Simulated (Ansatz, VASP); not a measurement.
**Two plane-wave programs on Ti**

File INCAR:

```
SYSTEM = Ti
PREC = Accurate
ENCUT = 500
EDIFF = 1E-6
ISMEAR = 0
SIGMA = 0.1
LREAL = .False.
LASPH = .True.
NELM = 120
ALGO = Normal
ISIF = 2
LWAVE = .False.
LCHARG = .True.
GGA = PS
LELF = .True.
LVHAR = .True.
NBANDS = 12
GGA_COMPAT = .False.
```

KPOINTS

```
Automatic mesh
0
Gamma
  18 18 18
  0 0 0
```

The input POSCAR:

```
Ti
1.0
   -1.6050139002      1.6050139002      1.6050139002
    1.6050139002     -1.6050139002      1.6050139002
    1.6050139002      1.6050139002     -1.6050139002
Ti
1
Direct
    0.0000000000      0.0000000000      0.0000000000
```

Input for Ansatz:

```yaml
crystal:
  lattice:
    - [-1.6050139002, 1.6050139002, 1.6050139002]
    - [1.6050139002, -1.6050139002, 1.6050139002]
    - [1.6050139002, 1.6050139002, -1.6050139002]
  atoms:
    - { symbol: Ti, position: [0.0, 0.0, 0.0] }
basis:
  ecutwfc: 600.0
kpoints:
  mp_grid: { grid: [18, 18, 18] }
hamiltonian:
  xc: pbesol
  pseudopotentials: { kind: paw, azcp: { folder: soft_1 } }
scf:
  occupations: { method: gaussian, width: 0.1 }
output:
  forces: true
  stress: true
  eigenvalues: true
```

Alike in both runs: task single point; functional PBEsol; k mesh 18 × 18 × 18; occupations gaussian, width 0.1 eV; no spin polarisation.

|  | VASP | Ansatz |
| --- | --- | --- |
| version | VASP 6.6.1 | Ansatz 0.2.0 |
| potentials or method | VASP PAW PBE potentials, release 64 (Ti_sv), cutoff 500 eV | scalar-relativistic, plane waves, PAW |
| valence electrons in the cell | 12 | 12 |

|  | VASP | Ansatz | Ansatz less VASP |
| --- | --- | --- | --- |
| gap on the k mesh at the Fermi level (eV) | none | none | - |
| pressure (GPa) | -0.3 | 0.0 | +0.27 |

VASP's potentials were made for PBE, not for PBEsol, and Ansatz warns of the same on its side. A gap of «none» marks a metal or a gap that the smearing closes. The functional is the same, so the differences come from potentials, cutoffs and numerics.
